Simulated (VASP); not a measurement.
Input of a VASP 6.6.1 run:

Contents of INCAR:

```
SYSTEM = Ti
ALGO     = Fast           ! electronic algorithm
EDIFF    = 1E-7           ! SCF threshold, eV
EDIFFG   = -0.05          ! ionic threshold
ENCUT    = 600            ! plane-wave cutoff, eV
GGA      = PS             ! functional
IBRION   = 2              ! ionic algorithm
ISIF     = 3              ! what is computed and relaxed
ISMEAR   = 0              ! smearing method
LASPH    = .True.         ! aspherical terms in the spheres
LCHARG   = .False.        ! write CHGCAR
LREAL    = .False.        ! projectors in reciprocal space
LWAVE    = .False.        ! write WAVECAR
NELM     = 80             ! most SCF steps
NSW      = 80             ! ionic steps
PREC     = Accurate       ! precision mode
SIGMA    = 0.1            ! smearing width, eV
```

The input KPOINTS:

```
k-points
0
Gamma
  6 6 4
  0 0 0
```

File POSCAR:

```
Ti
1.0
    3.6981959964      0.0000000000      0.0000000000
   -1.8490979982      3.2027316810      0.0000000000
    0.0000000000      0.0000000000      6.1004068203
Ti
2
Direct
    0.3333333333      0.6666666667      0.2500000000
    0.6666666667      0.3333333333      0.7500000000
```

Potentials or basis: VASP PAW PBE potentials, release 64 (Ti_sv).

Run with:

```sh
$ cat potpaw_PBE.64/Ti_sv/POTCAR > POTCAR
$ mpirun -np 1 vasp_std > vasp.out
```

**Question.** What does it give for the space group after relaxing (to 0.05 Å)?

**Answer.** P6_3/mmc (No. 194).

**Question.** Estimate the relaxed volume.

**Answer.** 16.67 Å³/atom.

**Question.** Estimate the relaxed cell.

**Answer.** a = 2.886 Å, b = 2.886 Å, c = 4.623 Å, α = 90.00°, β = 90.00°, γ = 120.00°.

**Question.** Estimate the band gap on the k mesh.

**Answer.** Zero (band 12 reaches 9.46 eV, above the bottom of band 13 at 8.46 eV).

Stress tensor (GPa, compression positive):
```
-0.08  0.00  0.00
 0.00 -0.08  0.00
 0.00  0.00  0.03
```

Caveat: the volume moved by over 15 % at a fixed basis, so the end points are rough; the PAW data sets were made with another functional, which shifts forces and pressure a little.
